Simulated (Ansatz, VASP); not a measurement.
## Two plane-wave programs on ZrB

File INCAR:

```
PREC = Accurate
ENCUT = 520
EDIFF = 1E-6
ISMEAR = 0
SIGMA = 0.15
LREAL = False
LASPH = True
NELM = 80
ALGO = Normal
ISIF = 2
LWAVE = False
LCHARG = True
GGA = PS
LELF = True
LVHAR = True
NBANDS = 14
```

File KPOINTS:

```
regular mesh
0
Gamma
  18 18 18
```

The input POSCAR:

```
ZrB
1.0
    0.0000000000      2.3250000000      2.3250000000
    2.3250000000      0.0000000000      2.3250000000
    2.3250000000      2.3250000000      0.0000000000
Zr B
1 1
Direct
    0.0000000000      0.0000000000      0.0000000000
    0.4731182796      0.4731182796      0.5268817204
```

Input for Ansatz:

```yaml
crystal:
  lattice:
    - [0.0, 2.325, 2.325]
    - [2.325, 0.0, 2.325]
    - [2.325, 2.325, 0.0]
  atoms:
    - { symbol: Zr, position: [0.0, 0.0, 0.0] }
    - { symbol: B, position: [0.4731182796, 0.4731182796, 0.5268817204] }
basis:
  ecutwfc: 420
kpoints:
  mp_grid: { grid: [18, 18, 18] }
hamiltonian:
  xc: pbesol
scf:
  occupations: { method: gaussian, width: 0.15 }
output:
  forces: true
  stress: true
  eigenvalues: true
```

Change from the starting cell: all B atoms moved +0.125 Å, as atom 2 towards its neighbour atom 1 (Zr) at 2.325 Å.

Alike in both runs: task single point; functional PBEsol; k mesh 18 × 18 × 18; occupations gaussian, width 0.15 eV; no spin polarisation.

|  | VASP | Ansatz |
| --- | --- | --- |
| version | VASP 6.6.1 | Ansatz 0.2.0 |
| potentials or method | VASP PAW PBE potentials, release 64 (Zr_sv, B), cutoff 520 eV | scalar-relativistic, plane waves, PAW |
| valence electrons in the cell | 15 | 15 |

VASP gave:

```
gap on the k mesh at the Fermi level (eV) : none
rms of the force components (eV/Å)        : 0.781
```

**Question.** Estimate Ansatz's values.

**Answer.** gap on the k mesh at the Fermi level (eV): none; rms of the force components (eV/Å): 0.777.

VASP's potentials were made for PBE, not for PBEsol. Atom by atom the forces differ by 0.003 eV/Å (rms over components). A gap of «none» marks a metal or a gap that the smearing closes.
